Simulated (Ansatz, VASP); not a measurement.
## Ag in VASP and in Ansatz

```
Ag
1.0
     0.00000    1.66791    1.66791
     1.66791    0.00000    1.66791
     1.66791    1.66791    0.00000
Ag
1
Direct
  0.00000 0.00000 0.00000
```

Change from the starting cell: volume scaled by 0.52, LAPW.

Alike in both runs: task single point; functional PBE; k mesh 16 × 16 × 16; occupations fermi-dirac, width 0.1 eV; no spin polarisation.

|  | VASP | Ansatz |
| --- | --- | --- |
| version | VASP 6.6.1 | Ansatz 0.2.0 |
| potentials or method | VASP PAW PBE potentials, release 64 (Ag), cutoff 520 eV | all-electron LAPW, scalar-relativistic |

VASP gave:

| Property | Result |
| --- | --- |
| pressure (GPa) | 368.4 |

**Question.** Which values does Ansatz return?

**Answer.** Pressure (GPa): 368.7.

Both programs put the cell under a high pressure, so it lies far from rest at this level. Ansatz ran all-electron here, and VASP with PAW potentials.

Noted on VASP's run: the cell as given lies far from equilibrium.
